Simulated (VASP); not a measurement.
# Si2Sn (I4/mmm) in VASP: single point with PBE

Aim: the single point of Si2Sn with PBE.

All numbers are computed with VASP 6.6.1; they aren't measurements. Logs are shortened: lines on timing, memory, paths and dates and some standing lists are left out, and cuts for length are marked.

## 1. The cell of the first run

Symmetry: I4/mmm, No. 139, tetragonal system. The conventional cell has a = 3.471 Å, b = 3.471 Å, c = 10.520 Å, α = 90.00°, β = 90.00°, γ = 90.00°. Si (site symmetry -4m2) has 4 Si at 2.45 Å and 4 Sn at 3.15 Å within 3.2 Å. Within 4.1 Å of Sn (site symmetry 4/mmm) lie 8 Si at 3.15 Å and 4 Sn at 3.47 Å.

The cell was built from a structure type or drawn by symmetry, and may not be a known phase.

## 2. Single point, PBE

Input file INCAR:

```
PREC = Accurate
ENCUT = 500
EDIFF = 1E-6
ISMEAR = 0
SIGMA = 0.2
LREAL = False
LASPH = True
NELM = 120
ALGO = Normal
ISIF = 2
LWAVE = False
LCHARG = False
GGA = PE
NBANDS = 18
GGA_COMPAT = False
```

Input file KPOINTS:

```
regular mesh
0
Gamma
  6 6 6
```

Input file POSCAR:

```
Si2Sn
1.0
   -1.7356417039      1.7356417039      5.2600256491
    1.7356417039     -1.7356417039      5.2600256491
    1.7356417039      1.7356417039     -5.2600256491
Si Sn
2 1
Direct
    0.7500000000      0.2500000000      0.5000000000
    0.2500000000      0.7500000000      0.5000000000
    0.5000000000      0.5000000000      0.0000000000
```

Potentials or basis: VASP PAW PBE potentials, release 64 (Si, Sn_d).

Command:

```sh
> cat potpaw_PBE.64/Si/POTCAR potpaw_PBE.64/Sn_d/POTCAR > POTCAR
> mpirun -np 1 vasp_std > vasp.out
```

OUTCAR:

```text
PREC = Accurate
   ENCUT = 500
   EDIFF = 1E-6
   ISMEAR = 0
   LREAL = False
   LASPH = True
   NELM = 120
   ISIF = 2
   GGA = PE

 ion  position               nearest neighbor table
   1  0.750  0.250  0.500-   2 2.45   2 2.45   2 2.45   2 2.45   3 3.15   3 3.15   3 3.15   3 3.15

   2  0.250  0.750  0.500-   1 2.45   1 2.45   1 2.45   1 2.45   3 3.15   3 3.15   3 3.15   3 3.15

   3  0.500  0.500  0.000-   2 3.15   1 3.15   1 3.15   2 3.15   1 3.15   2 3.15   2 3.15   1 3.15

  LATTYP: Found a body centered tetragonal cell.
 ALAT       =     3.4712834078
 C/A-ratio  =     3.0305941816

  Lattice vectors:

 A1 = (  -1.7356417039,   1.7356417039,   5.2600256491)
 A2 = (   1.7356417039,  -1.7356417039,   5.2600256491)
 A3 = (   1.7356417039,   1.7356417039,  -5.2600256491)

Analysis of symmetry for initial positions (statically):
=====================================================================
 Subroutine PRICEL returns:
 Original cell was already a primitive cell.

 Routine SETGRP: Setting up the symmetry group for a
 body centered tetragonal supercell.

 Subroutine GETGRP returns: Found 16 space group operations
 (whereof 16 operations were pure point group operations)
 out of a pool of 16 trial point group operations.

The static configuration has the point symmetry D_4h.

Analysis of symmetry for dynamics (positions and initial velocities):
=====================================================================
 Subroutine PRICEL returns:
 Original cell was already a primitive cell.

 Routine SETGRP: Setting up the symmetry group for a
 body centered tetragonal supercell.

 Subroutine GETGRP returns: Found 16 space group operations
 (whereof 16 operations were pure point group operations)
 out of a pool of 16 trial point group operations.

The dynamic configuration has the point symmetry D_4h.

 Subroutine INISYM returns: Found 16 space group operations
 (whereof 16 operations are pure point group operations),
 and found     1 'primitive' translations

----------------------------------------------------------------------------------------

                                     Primitive cell

  volume of cell :      63.3823

  direct lattice vectors                    reciprocal lattice vectors
    -1.735641704  1.735641704  5.260025649     0.000000000  0.288077890  0.095056571
     1.735641704 -1.735641704  5.260025649     0.288077890  0.000000000  0.095056571
[... 80 lines left out ...]
   ICHARG =      2    charge: 1-file 2-atom 10-const
   ISPIN  =      1    spin polarized calculation?
   LNONCOLLINEAR =      F non collinear calculations
   LSORBIT =      F    spin-orbit coupling
   LASPH  =      T    aspherical Exc in radial PAW
   ENCUT  =  500.0 eV  36.75 Ry    6.06 a.u.  10.58 10.58 10.58*2*pi/ulx,y,z
   NELM   =    120;   NELMIN=  2; NELMDL= -5     # of ELM steps
   EDIFF  = 0.1E-05   stopping-criterion for ELM
   LREAL  =      F    real-space projection
   EDIFFG = 0.1E-04   stopping-criterion for IOM
   NSW    =      0    number of steps for IOM
   IBRION =     -1    ionic relax: 0-MD 1-quasi-New 2-CG
   NFREE  =      0    steps in history (QN), initial steepest desc. (CG)
   ISIF   =      2    stress and relaxation
   ISYM   =      2    0-nonsym 1-usesym 2-fastsym
   POTIM  = 0.5000    time-step for ionic-motion
   TEBEG  =    0.0;   TEEND  =   0.0 temperature during run
   PSTRESS=    0.0 pullay stress
   NELECT =      22.0000    total number of electrons
   NUPDOWN=      -1.0000    fix difference up-down
   EMIN   =  10.00;   EMAX   =-10.00  energy-range for DOS
   EFERMI =   0.00;   METHOD = LEGACY
   ISMEAR =     0;   SIGMA  =   0.20  broadening in eV -4-tet -1-fermi 0-gaus
   EFERMI_NEDOS =   21; number of points for ismear=-14 and -15
   IALGO  =     38    algorithm
   IMIX   =      4    mixing-type and parameters
     AMIX     =   0.40;   BMIX     =  1.00
     AMIX_MAG =   1.60;   BMIX_MAG =  1.00
  volume/ion in A,a.u.               =      21.13       142.57
  Fermi-wavevector in a.u.,A,eV,Ry     =   1.150517  2.174162 18.009888  1.323689
  Thomas-Fermi vector in A             =   2.287180
   LORBIT       =      0    0 simple, 1 ext, 2 COOP (PROOUT), +10 PAW based schemes
   GGA     = PE    functional components
   LHFCALC =     F    Hartree Fock is set to
   AEXX    =    0.0000 exact exchange contribution
   IVDW    =     0    specifies the selected vdW correction
   LEPSILON=     F    determine dielectric tensor
   LRPA    =     F    only Hartree local field effects (RPA)
 non-spin polarized calculation
 Gauss-broadening in eV      SIGMA  =   0.20
  energy-cutoff  :      500.00
  volume of cell :       63.38
 maximum number of plane-waves:      1624
   NGX = 21   NGY = 21   NGZ = 21

 number of electron      22.0000002 magnetization

 Free energy of the ion-electron system (eV)
  ---------------------------------------------------
  ext. energy  EPLUGINS =         0.00000000
  ---------------------------------------------------
  free energy    TOTEN  =       -13.66538200 eV

  energy without entropy =      -13.65215554  energy(sigma->0) =      -13.65876877

 E-fermi :   7.6317     XC(G=0): -10.1596

 val. band max:        7.6092705588   @ k =   0.0000   0.0000   0.0000
 cond. band min:       7.7464317061   @ k =   0.5000   0.5000   0.0000
 fundamental gap:      0.1371611473
 Fermi energy:         7.6316692281

 k-point     1 :       0.0000    0.0000    0.0000
  band No.  band energies     occupation
      1     -14.0636      2.00000
      2     -14.0101      2.00000
      3     -13.9559      2.00000
      4     -13.9559      2.00000
      5     -13.9415      2.00000
      6      -4.9375      2.00000
[... 481 lines left out ...]
      5     -13.9490      2.00000
      6      -4.4077      2.00000
[... 10 lines left out ...]
     17      13.5520      0.00000
     18      14.5913      0.00000

 [... further k-points ...]
[... 5 lines left out ...]
  --------------------------------------------------------------------------------------
  -------------------------------------------------------------------------------------
  Total        0.0291164      0.0291164     -0.0896615      0.0000000      0.0000000      0.0000000
  in kB        0.7360053      0.7360053     -2.2664623      0.0000000      0.0000000      0.0000000
  external PRESSURE =      -0.2648172 kB  Pullay stress =       0.0000000 kB

 VOLUME and BASIS-vectors are now :
 -----------------------------------------------------------------------------
  energy-cutoff  :      500.00
  volume of cell :       63.38
      direct lattice vectors                 reciprocal lattice vectors
    -1.735641704  1.735641704  5.260025649     0.000000000  0.288077890  0.095056571
     1.735641704 -1.735641704  5.260025649     0.288077890  0.000000000  0.095056571
     1.735641704  1.735641704 -5.260025649     0.288077890  0.288077890  0.000000000

 POSITION                                       TOTAL-FORCE (eV/Angst)
 -----------------------------------------------------------------------------------
     -0.00000      1.73564      2.63001        -0.000000      0.000000     -0.000000
      1.73564     -0.00000      2.63001         0.000000     -0.000000      0.000000
      0.00000      0.00000      5.26003        -0.000000     -0.000000     -0.000000
 -----------------------------------------------------------------------------------
    total drift:                               -0.000000     -0.000000      0.000000

  FREE ENERGIE OF THE ION-ELECTRON SYSTEM (eV)
  ---------------------------------------------------
  free  energy   TOTEN  =       -13.6653819968 eV

  energy  without entropy=      -13.6521555391  energy(sigma->0) =      -13.65876877
```

stdout:

```text
POSCAR found type information on POSCAR SiSn
 POSCAR found :  2 types and       3 ions
 scaLAPACK will be used
 LDA part: xc-table for (Slater+PW92), standard interpolation
 POSCAR, INCAR and KPOINTS ok, starting setup
 FFT: planning ... GRIDC
 FFT: planning ... GRID_SOFT
 FFT: planning ... GRID
 WAVECAR not read
 entering main loop
```

It took 36 s on 1 thread of AMD EPYC 9R45 (Zen 5), shared host; peak memory 0.22 GiB.

What came out:

* Free energy: -13.6654 eV
* Pressure: 0.0 GPa
* Band gap on the k mesh: zero (bands 11 and 12 overlap by 3.38 eV)

Stress tensor (GPa, compression positive):
```
 0.07  0.00  0.00
 0.00  0.07  0.00
 0.00  0.00 -0.23
```

Levels at points of the mesh, in eV from the Fermi level:
| k point | band 8 | band 9 | band 10 | band 11 | band 12 | band 13 | band 14 | band 15 |
| --- | --- | --- | --- | --- | --- | --- | --- | --- |
| (0.00, 0.00, 0.00) | -5.53 | -1.60 | -1.60 | -0.02 | 2.13 | 2.97 | 2.97 | 3.56 |
| (0.50, 0.00, 0.00) | -6.25 | -4.09 | -0.23 | 0.23 | 0.89 | 1.08 | 3.59 | 3.71 |
| (0.50, 0.50, 0.00) | -6.53 | -5.88 | -3.69 | -2.93 | -0.32 | 0.11 | 0.97 | 2.85 |
| (0.50, 0.50, 0.50) | -1.85 | -1.85 | -0.20 | -0.17 | 0.67 | 2.20 | 4.36 | 4.68 |

Caveat: spin-orbit coupling is left out, which moves the levels of the heavy elements.
